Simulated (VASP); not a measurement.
Set up this calculation in VASP 6.6.1, as the native input.

```
Task                   : single point
Functional             : PBEsol
Potentials or basis    : VASP PAW PBE potentials, release 64 (Ga_d, As)
Cutoff                 : 500 eV
k mesh                 : 10 × 10 × 10
Occupations            : gaussian, width 0.01 eV
Spin                   : no spin polarisation
Dipole correction      : no
Further INCAR settings : ALGO = Normal; EDIFF = 1e-06; NBANDS = 16
```

The structure of GaAs lies in POSCAR:

```
GaAs
1.0
    0.0000000000      2.8166657683      2.8719610842
    2.8166657683      0.0000000000      2.8719610842
    2.8166657683      2.8166657683      0.0000000000
Ga As
1 1
Direct
    0.0000000000      0.0000000000      0.0000000000
    0.2500000000      0.2500000000      0.2500000000
```

These files were run (other wordings do the same):

INCAR

```
PREC = Accurate ; ENCUT = 500
EDIFF = 1E-6 ; ISMEAR = 0
SIGMA = 0.01 ; LREAL = F
LASPH = T ; NELM = 120
ALGO = Normal ; ISIF = 2
LWAVE = F ; LCHARG = T
GGA = PS ; LELF = T
LVHAR = T ; NBANDS = 16
GGA_COMPAT = F
```

KPOINTS

```
Automatic mesh
0
Gamma
  10 10 10
```

Potentials or basis: VASP PAW PBE potentials, release 64 (Ga_d, As).

Command:

```bash
$ cat potpaw_PBE.64/Ga_d/POTCAR potpaw_PBE.64/As/POTCAR > POTCAR
$ mpirun -np 1 vasp_std > vasp.out
```

It gave:

```
Pressure               : -0.3 GPa
Band gap on the k mesh : 0.35 eV
```

Caveat: semilocal functionals underestimate gaps, and a narrow one can read as zero; the PAW data sets were made with another functional, which shifts forces and pressure a little.

Wall time 110 s on 1 thread of Intel Xeon 8259CL, on a shared host, peak memory 0.22 GiB.
